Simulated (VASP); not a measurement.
Runs of VASP 6.6.1 on Sc. The structure is that of space group P6_3/mmc (No. 194), or close to it. The cells are those of the table. 

```tsv
task	cell	cutoff (eV)	gap on the mesh (eV)	pressure (GPa)
relaxation of shape and atoms at fixed volume	relaxed from a = 2.426, b = 2.426, c = 7.735 Å, angles 90.0, 90.0, 120.0°, 4 atoms	600	none	174.5
single point	a = 3.292, b = 3.292, c = 10.498 Å, angles 90.0, 90.0, 120.0°, 4 atoms	520	none	(a)
relaxation of shape and atoms at fixed volume	relaxed from a = 2.777, b = 2.777, c = 8.854 Å, angles 90.0, 90.0, 120.0°, 4 atoms	600	none	57.8
single point	a = 3.176, b = 3.176, c = 10.154 Å, angles 90.0, 90.0, 120.0°, 4 atoms	520	none	6.5
```

Alike in all rows: level PBE; potentials or basis VASP PAW PBE potentials, release 64 (Sc_sv); no spin polarisation; k mesh 12 × 12 × 4; smearing fermi-dirac 0.05 eV.

Problem. Fill in the values left out.

Solution. (a) 0.0.

Caveats: the cell stands under pressure (at least some runs).

A gap of «none» marks levels without a gap at the run's occupations.
